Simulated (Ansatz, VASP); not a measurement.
# Two plane-wave programs on VWC2

```
CELL_PARAMETERS angstrom
1.51704 0.87586 4.93389
-1.51704 0.87586 4.93389
0.00000 -1.75173 4.93389
ATOMIC_POSITIONS crystal
W 0.00000 0.00000 0.00000
V 0.50000 0.50000 0.50000
C 0.24649 0.24649 0.24649
C 0.75351 0.75351 0.75351
```

Alike in both runs: task single point; functional PBE; k mesh 9 × 9 × 9; occupations fermi-dirac, width 0.05 eV; collinear spin; fixed moment 2.5 μB.

```csv
,VASP,Ansatz
version,VASP 6.6.1,Ansatz 0.2.0
potentials or method,"VASP PAW PBE potentials, release 64 (W_sv, V_sv, C)",Ansatz PAW
plane-wave cutoff (eV),520,420
valence electrons in the cell,35,35
```

```tsv
	VASP	Ansatz	Ansatz less VASP
pressure (GPa)	8.5	7.6	-0.82
traceless stress, the component that is largest in VASP (GPa)	-0.58	-0.52	+0.053
rms of the force components (eV/Å)	0.217	0.222	+0.0048
net moment per atom (μB)	0.63	0.63	0.000
size of the moment on the site where the two differ most (μB)	1.42	1.19	-0.235
```

Site moments also hang on the region over which each program counts them. Atom by atom the forces differ by 0.005 eV/Å (rms over components).

Spin-orbit coupling is off throughout.
